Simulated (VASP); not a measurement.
Crystal: Tc.

```
Tc
1.0
     0.00000    1.95000    1.95000
     1.95000    0.00000    1.95000
     1.95000    1.95000    0.00000
Tc
1
Direct
  0.00000 0.00000 0.00000
```

This isn't the form of Tc at room conditions, which is hcp.

```yaml
Program: VASP 6.6.1
Task: relaxation of cell and atoms
Functional: PBEsol
Potentials_or_basis: VASP PAW PBE potentials, release 64 (Tc_pv)
Cutoff: 600 eV
k_mesh: 10 × 10 × 10
Occupations: methfessel-paxton, width 0.1 eV
Spin: no spin polarisation
```

At the start: pressure -15.0 GPa; volume 14.83 Å³/atom.

Problem. How do energy, volume and symmetry change on relaxing?

Solution. Over 19 steps the energy falls by 36.8 meV/atom and the volume is 14.08 Å³/atom (-5.1 %); space group Fm-3m (No. 225, to 0.1 Å) before and after.

The path:
```csv
step,energy change (eV),largest force (eV/Å),pressure (GPa),volume (Å³)
1,0.0000,0.0000,-15.00,14.83
2,0.3494,0.0000,69.29,12.05
3,-0.0366,0.0000,-1.16,14.13
4,-0.0368,0.0000,-0.17,14.09
5,-0.0368,0.0000,0.14,14.07
6,-0.0368,0.0000,-0.30,14.09
7,-0.0368,0.0000,-0.02,14.08
8,-0.0368,0.0000,-0.03,14.08
9,-0.0368,0.0000,0.02,14.08
10,-0.0368,0.0000,0.08,14.08
11,-0.0368,0.0000,0.06,14.08
12,-0.0368,0.0000,0.05,14.08
13,-0.0368,0.0000,0.02,14.08
14,-0.0368,0.0000,-0.03,14.08
15,-0.0368,0.0000,-0.09,14.08
16,-0.0368,0.0000,-0.07,14.08
17,-0.0368,0.0000,-0.04,14.08
18,-0.0368,0.0000,-0.07,14.08
19,-0.0368,0.0000,-0.01,14.08
```

Final structure:
```cif
data_structure
_symmetry_space_group_name_H-M 'P 1'
_symmetry_Int_Tables_number 1
_cell_length_a 2.7103
_cell_length_b 2.7103
_cell_length_c 2.7103
_cell_angle_alpha 60.000
_cell_angle_beta 60.000
_cell_angle_gamma 60.000
_cell_volume 14.08
loop_
_atom_site_label
_atom_site_type_symbol
_atom_site_fract_x
_atom_site_fract_y
_atom_site_fract_z
_atom_site_occupancy
Tc1 Tc 0.00000 0.00000 0.00000 1
```

Caveat: the PAW data sets were made with another functional, which shifts forces and pressure a little.
